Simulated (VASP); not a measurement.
# Fe (Fmmm) in VASP: further runs, part 2 of 2

VASP 6.6.1. Earlier steps stand in the parts before.

## (3) Relaxation of cell and atoms, BLYP+D3(BJ), collinear spin, ferromagnetic start

Contents of INCAR:

```
SYSTEM = Fe
  PREC = Accurate
  ENCUT = 600
  EDIFF = 1E-6
  ISMEAR = -1
  SIGMA = 0.15
  LREAL = .FALSE.
  LASPH = .TRUE.
  NELM = 150
  ALGO = Normal
  ISIF = 3
  LWAVE = .FALSE.
  LCHARG = .FALSE.
  ISPIN = 2
  MAGMOM = 4.5
  LORBIT = 11
  LMAXMIX = 4
  GGA = B5
  ALDAX = 1.0
  AGGAX = 1.0
  AGGAC = 1.0
  ALDAC = 0.0
  IVDW = 12
  VDW_S6 = 1.0
  VDW_S8 = 2.6996
  VDW_A1 = 0.4298
  VDW_A2 = 4.2359
  IBRION = 2
  NSW = 80
  EDIFFG = -0.01
```

Contents of KPOINTS:

```
regular mesh
0
G
  9 9 9
  0 0 0
```

Contents of POSCAR:

```
Fe
1.0
    0.0000000000      1.9417400000      1.9651050000
    1.4984400000      0.0000000000      1.9651050000
    1.4984400000      1.9417400000      0.0000000000
Fe
1
Direct
    0.0000000000      0.0000000000      0.0000000000
```

Potentials or basis: VASP PAW PBE potentials, release 64 (Fe).

Started as:

```sh
$ cat potpaw_PBE.64/Fe/POTCAR > POTCAR
$ mpirun -np 1 vasp_std > vasp.out
```

OUTCAR:

```text
SYSTEM = Fe
   PREC = Accurate
   ENCUT = 600
   EDIFF = 1E-6
   ISMEAR = -1
   LREAL = .FALSE.
   LASPH = .TRUE.
   NELM = 150
   ISIF = 3
   ISPIN = 2
   LORBIT = 11
   GGA = B5
   IVDW = 12
   IBRION = 2
   NSW = 80
   EDIFFG = -0.01
 IVDW          = 12

 ion  position               nearest neighbor table
   1  0.000  0.000  0.000-

  LATTYP: Found a face centered orthorhombic cell.
 ALAT       =     2.9968800000
 B/A-ratio  =     1.2958410080
 C/A-ratio  =     1.3114338912

  Lattice vectors:

 A1 = (   0.0000000000,   1.9417400000,   1.9651050000)
 A2 = (   1.4984400000,   0.0000000000,   1.9651050000)
 A3 = (   1.4984400000,   1.9417400000,   0.0000000000)

Analysis of symmetry for initial positions (statically):
=====================================================================
 Subroutine PRICEL returns:
 Original cell was already a primitive cell.

 Routine SETGRP: Setting up the symmetry group for a
 face centered orthorhombic supercell.

[... 512 lines left out ...]
      1      -1.8576      1.00000
      2       4.2200      1.00000
      3       4.2209      1.00000
      4       4.2270      1.00000
      5       5.4864      0.99923
      6       5.4927      0.99920
      7      32.0283      0.00000
      8      32.0551      0.00000
      9      32.0573      0.00000
     10      37.2786      0.00000
[... 287 lines left out ...]
 k-point    24 :       0.4444    0.4444    0.0000
  band No.  band energies     occupation
      1       1.5740      1.00000
      2       3.1358      1.00000
      3       5.5258      0.99900
      4       5.6759      0.99728
      5       6.7714      0.19784
      6       6.9210      0.08339
      7      14.9209      0.00000
      8      25.4467      0.00000
      9      27.2738      0.00000
     10      30.5974      0.00000

 [... further k-points ...]

 spin component 2

 k-point     1 :       0.0000    0.0000    0.0000
  band No.  band energies     occupation
      1      -1.6803      1.00000
      2       5.9470      0.98364
      3       5.9481      0.98353
      4       5.9568      0.98256
      5       8.0766      0.00004
      6       8.0865      0.00004
      7      31.8349      0.00000
      8      31.8623      0.00000
      9      31.8646      0.00000
     10      37.5625      0.00000
[... 331 lines left out ...]
  FREE ENERGIE OF THE ION-ELECTRON SYSTEM (eV)
  ---------------------------------------------------
  free  energy   TOTEN  =        -8.0336473295 eV

  energy  without entropy=       -7.9630121077  energy(sigma->0) =       -7.99832972

 reached required accuracy - stopping structural energy minimisation

 total charge

# of ion       s       p       d       tot
------------------------------------------
    1        0.497   0.537   6.319   7.353

 magnetization (x)

# of ion       s       p       d       tot
------------------------------------------
    1       -0.012  -0.047   2.148   2.089
```

OSZICAR:

```text
N       E                     dE             d eps       ncg     rms          rms(c)
DAV:   1     0.233658046219E+02    0.23366E+02   -0.44626E+03  5170   0.114E+03
[... 71 lines left out ...]
   8 F= -.80336073E+01 E0= -.79982780E+01  d E =-.323070E-03  mag=     2.1016
       N       E                     dE             d eps       ncg     rms          rms(c)
DAV:   1    -0.719219161259E+01    0.35296E-03   -0.82375E-03  5698   0.883E-01    0.101E-01
DAV:   2    -0.719205404304E+01    0.13757E-03   -0.47327E-04  5868   0.292E-01    0.628E-02
DAV:   3    -0.719202579698E+01    0.28246E-04   -0.63495E-05  5868   0.112E-01    0.503E-02
DAV:   4    -0.719201732660E+01    0.84704E-05   -0.10850E-05  5766   0.304E-02    0.160E-02
DAV:   5    -0.719201634702E+01    0.97958E-06   -0.10787E-06  2638   0.124E-02
   9 F= -.80336473E+01 E0= -.79983297E+01  d E =-.400276E-04  mag=     2.1007
```

It took 4.1 min on 1 thread of Intel Xeon 8259CL, shared host; peak memory 0.17 GiB.

What came out:

```
Free energy                                           : -8.0336 eV
Relaxed volume                                        : 11.13 Å³/atom
Relaxed cell                                          : a = 2.812 Å, b = 2.436 Å, c = 2.436 Å, α = 70.50°, β = 54.75°, γ = 54.75°
Space group after relaxing (to 0.1 Å)                 : Im-3m (No. 229)
Energy gained by relaxing                             : 22.9 meV/atom
Ionic steps                                           : 9
Pressure after relaxing                               : 0.0 GPa
Net moment                                            : 2.10 μB per cell
Site moments                                          : Fe +2.09 μB
Valence electrons inside the program's atomic spheres : Fe 7.35
Dispersion energy per atom                            : -0.842 eV
```

Stress tensor (GPa, compression positive):
```
-0.11  0.00  0.00
 0.00 -0.03  0.00
 0.00  0.00  0.08
```

Step by step:
```
step  energy change (eV)  largest force (eV/Å)  pressure (GPa)  volume (Å³)
   1              0.0000                0.0000           -4.57        11.44
   2             -0.0118                0.0000            4.53        10.90
   3             -0.0122                0.0000            3.00        10.98
   4             -0.0213                0.0000            1.72        11.04
   5             -0.0226                0.0000            1.18        11.06
   6             -0.0226                0.0000           -1.33        11.20
   7             -0.0229                0.0000           -0.11        11.13
   8             -0.0229                0.0000           -0.20        11.13
   9             -0.0229                0.0000           -0.02        11.13
```

Final structure:
```
CELL_PARAMETERS angstrom
0.00000 1.98823 1.98809
1.40753 0.00000 1.98809
1.40753 1.98823 0.00000
ATOMIC_POSITIONS crystal
Fe 0.00000 0.00000 0.00000
```

Caveat: the PAW data sets were made with another functional, which shifts forces and pressure a little.

## (4) Relaxation of cell and atoms, LDA, collinear spin, ferromagnetic start

Contents of INCAR:

```
SYSTEM = Fe
PREC = Accurate ; ENCUT = 600
EDIFF = 1E-6 ; ISMEAR = -1
SIGMA = 0.15 ; LREAL = .FALSE.
LASPH = .TRUE. ; NELM = 150
ALGO = Normal ; ISIF = 3
LWAVE = .FALSE. ; LCHARG = .FALSE.
ISPIN = 2 ; MAGMOM = 4.5
LORBIT = 11 ; LMAXMIX = 4
IBRION = 2 ; NSW = 80
EDIFFG = -0.01
```

Contents of KPOINTS:

```
Automatic mesh
0
G
  9 9 9
  0 0 0
```

POSCAR is that of step 3.

Potentials or basis: VASP PAW LDA potentials, release 64 (Fe).

Started as:

```sh
$ cat potpaw_LDA.64/Fe/POTCAR > POTCAR
$ mpirun -np 1 vasp_std > vasp.out
```

Wall time 4 min (1 thread of Intel Xeon 8259CL, shared host); peak memory 0.17 GiB.

It converged, with:

```
Free energy                                           : -9.2674 eV
Relaxed volume                                        : 10.37 Å³/atom
Relaxed cell                                          : a = 2.747 Å, b = 2.379 Å, c = 2.380 Å, α = 70.52°, β = 54.74°, γ = 54.74°
Space group after relaxing (to 0.1 Å)                 : Im-3m (No. 229)
Energy gained by relaxing                             : 88.7 meV/atom
Ionic steps                                           : 11
Pressure after relaxing                               : 0.0 GPa
Net moment                                            : 1.94 μB per cell
Site moments                                          : Fe +1.91 μB
Valence electrons inside the program's atomic spheres : Fe 7.48
```

The path:
| step | energy change (eV) | largest force (eV/Å) | pressure (GPa) | volume (Å³) |
| --- | --- | --- | --- | --- |
| 1 | 0.0000 | 0.0000 | -19.48 | 11.44 |
| 2 | 0.0258 | 0.0000 | 34.98 | 9.28 |
| 3 | -0.0765 | 0.0000 | 0.23 | 10.36 |
| 4 | -0.0765 | 0.0000 | 0.71 | 10.33 |
| 5 | -0.0832 | 0.0000 | 0.68 | 10.34 |
| 6 | -0.0881 | 0.0000 | 0.71 | 10.34 |
| 7 | -0.0882 | 0.0000 | 0.72 | 10.34 |
| 8 | -0.0884 | 0.0000 | -1.34 | 10.43 |
| 9 | -0.0886 | 0.0000 | -0.56 | 10.40 |
| 10 | -0.0886 | 0.0000 | 0.43 | 10.35 |
| 11 | -0.0887 | 0.0000 | 0.01 | 10.37 |

Final structure:
```yaml
crystal:
  lattice:
    - [0.00000, 1.94282, 1.94268]
    - [1.37400, 0.00000, 1.94268]
    - [1.37400, 1.94282, 0.00000]
  atoms:
    - { symbol: Fe, position: [0.00000, 0.00000, 0.00000] }
```

Levels at points of the mesh, in eV from the Fermi level:
Spin up:
| k point | band 3 | band 4 | band 5 | band 6 | band 7 | band 8 |
| --- | --- | --- | --- | --- | --- | --- |
| (0.00, 0.00, 0.00) | -2.49 | -2.49 | -0.93 | -0.93 | 25.71 | 25.71 |
Spin down:
```tsv
k point	band 1	band 2	band 3	band 4	band 5	band 6	band 7	band 8
(0.00, 0.00, 0.00)	-8.73	-0.92	-0.91	-0.91	1.14	1.14	25.89	25.90
```

## (5) The runs side by side

```csv
level,potentials or basis,gap on the mesh (eV),pressure (GPa),moment (μB),relaxed volume (Å³/atom)
PBEsol,"VASP PAW PBE potentials, release 64 (Fe)",none,0.0,2.09,10.81
BLYP+D3(BJ),"VASP PAW PBE potentials, release 64 (Fe)",none,0.0,2.10,11.13
LDA,"VASP PAW LDA potentials, release 64 (Fe)",none,0.0,1.94,10.37
```

Alike in all rows: task relaxation of cell and atoms; spin collinear, ferromagnetic start; cell relaxed; k mesh 9 × 9 × 9; cutoff (eV) 600; smearing fermi-dirac 0.15 eV.

Caveats: the PAW data sets were made with another functional, which shifts forces and pressure a little (at least some runs).

Absolute energies hang on the potentials; compare differences alone.
